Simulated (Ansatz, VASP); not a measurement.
# Two plane-wave programs on GaN

```xyz
2
Lattice="0.0000 2.1085 2.1085 2.1085 0.0000 2.1085 2.1085 2.1085 0.0000" Properties=species:S:1:pos:R:3 pbc="T T T"
Ga    2.1085    2.1085    2.1085
N     0.0000    0.0000    0.0000
```

Alike in both runs: task single point; functional PBEsol; k mesh 8 × 8 × 8; no spin polarisation.

```csv
,VASP,Ansatz
version,VASP 6.6.1,Ansatz 0.2.0
potentials or method,"VASP PAW PBE potentials, release 64 (Ga_d, N)",plane waves
plane-wave cutoff (eV),600,420
occupations,"gaussian, width 0.01 eV",fixed
valence electrons in the cell,18,18
```

```tsv
	VASP	Ansatz	Ansatz less VASP
gap on the k mesh at the Fermi level (eV)	0.57	0.58	+0.009
pressure (GPa)	0.6	0.4	-0.23
```

VASP's potentials were made for PBE, not for PBEsol.
